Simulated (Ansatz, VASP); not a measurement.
## Two plane-wave programs on Ru

```
Ru
1.0
     2.78052    0.00000    0.00000
    -1.39026    2.40800    0.00000
     0.00000    0.00000    8.92682
Ru
4
Cartesian
  1.3903 2.4080 0.0000
  1.3903 2.4080 4.4634
  0.0000 1.6053 2.2317
  1.3903 0.8027 6.6951
```

Alike in both runs: task single point; functional PBE; k mesh 15 × 15 × 4; occupations fermi-dirac, width 0.1 eV; no spin polarisation.

|  | VASP | Ansatz |
| --- | --- | --- |
| version | VASP 6.6.1 | Ansatz 0.2.0 |
| potentials or method | VASP PAW PBE potentials, release 64 (Ru_pv), cutoff 520 eV | plane waves (420 eV) with PAW, scalar-relativistic |
| valence electrons in the cell | 56 | 64 |

|  | VASP | Ansatz | Ansatz less VASP |
| --- | --- | --- | --- |
| pressure (GPa) | -19.7 | -19.6 | +0.11 |
| traceless stress, the component that is largest in VASP (GPa) | 0.15 | 0.16 | +0.009 |

VASP's potentials hold 56 valence electrons a cell and Ansatz's 64, so a difference there can come from the potentials and not from the codes.
